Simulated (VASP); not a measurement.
Write the native input for VASP 6.6.1 that does the following.

```yaml
Task: single point
Functional: PBEsol
Potentials_or_basis: VASP PAW PBE potentials, release 64 (Co)
Cutoff: 520 eV
k_mesh: 14 × 14 × 8
Occupations: methfessel-paxton, width 0.3 eV
Spin: collinear spin, antiferromagnetic start
Starting_moments: "[1.8, -1.8] μB"
Dipole_correction: no
Further_INCAR_settings: ALGO = Normal; EDIFF = 1e-06; NBANDS = 20
```

The structure of Co lies in POSCAR:

```
Co
1.0
    2.4873648700      0.0000000000      0.0000000000
   -1.2436824400      2.1541211700      0.0000000000
    0.0000000000      0.0000000000      4.0632895000
Co
2
Direct
    0.6666666667      0.3333333333      0.2598610000
    0.3333333333      0.6666666667      0.7401390000
```

One way to write it, as run:

INCAR

```
SYSTEM = Co
PREC     = Accurate       ! precision mode
ENCUT    = 520            ! plane-wave cutoff, eV
EDIFF    = 1E-6           ! SCF threshold, eV
ISMEAR   = 1              ! smearing method
SIGMA    = 0.3            ! smearing width, eV
LREAL    = .FALSE.        ! projectors in reciprocal space
LASPH    = .TRUE.         ! aspherical terms in the spheres
NELM     = 150            ! most SCF steps
ALGO     = Normal         ! electronic algorithm
ISIF     = 2              ! what is computed and relaxed
LWAVE    = .FALSE.        ! write WAVECAR
LCHARG   = .TRUE.         ! write CHGCAR
ISPIN    = 2              ! spin polarisation
MAGMOM   = 1.8 -1.8       ! initial moments
LORBIT   = 11             ! projections on sites
LMAXMIX  = 4              ! l up to which the mixer works
GGA      = PS             ! functional
LELF     = .TRUE.         ! ELF
LVHAR    = .TRUE.       
NBANDS   = 20             ! bands
```

KPOINTS

```
regular mesh
0
G
  14 14 8
  0 0 0
```

Potentials or basis: VASP PAW PBE potentials, release 64 (Co).

Launch:

```console
$ cat potpaw_PBE.64/Co/POTCAR > POTCAR
$ mpirun -np 1 vasp_std > vasp.out
```

Results of the run:

```json
{
  "Pressure": "-17.7 GPa",
  "Largest force": "0.532 eV/Å",
  "Band gap on the k mesh": "zero (filled and empty bands overlap)",
  "Net moment": "0.00 μB per cell",
  "Site moments": "Co +0.83, -0.83 μB",
  "Valence electrons inside the program's atomic spheres": "Co 8.27"
}
```

Caveat: the cell stands under tension; so wide a smearing shifts energies and pressures; the PAW data sets were made with another functional, which shifts forces and pressure a little.

Wall time 100 s on 1 thread of Intel(R) Xeon(R) Platinum 8488C (Sapphire Rapids), with other jobs on the host, peak memory 0.21 GiB.
